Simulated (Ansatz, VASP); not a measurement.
# SiGe in VASP and in Ansatz

```
Si Ge
1.0
     3.78236    0.00000    0.00000
    -1.89118    3.27562    0.00000
     0.00000    0.00000    6.87397
Si Ge
2 2
Direct
  0.66667 0.33333 0.87461
  0.33333 0.66667 0.37461
  0.66667 0.33333 0.50039
  0.33333 0.66667 0.00039
```

Alike in both runs: task single point; functional LDA; k mesh 12 × 12 × 8; occupations gaussian, width 0.03 eV; no spin polarisation.

|  | VASP | Ansatz |
| --- | --- | --- |
| version | VASP 6.6.1 | Ansatz 0.2.0 |
| potentials or method | VASP PAW LDA potentials, release 64 (Si, Ge_d), cutoff 520 eV | scalar-relativistic, plane waves, PAW |
| valence electrons in the cell | 36 | 36 |

Ansatz gave:

```
gap on the k mesh at the Fermi level (eV)                     : 0.06
least direct gap on the mesh (eV)                             : 0.08
pressure (GPa)                                                : -1.0
traceless stress, the component that is largest in VASP (GPa) : -10.97
rms of the force components (eV/Å)                            : 0.342
```

What did VASP give for the same quantities?

gap on the k mesh at the Fermi level (eV): 0.06; least direct gap on the mesh (eV): 0.10; pressure (GPa): -1.0; traceless stress, the component that is largest in VASP (GPa): -11.03; rms of the force components (eV/Å): 0.345.

LDA's correlation is that of Perdew and Zunger in VASP and of Perdew and Wang (1992) in Ansatz. Atom by atom the forces differ by 0.003 eV/Å (rms over components).
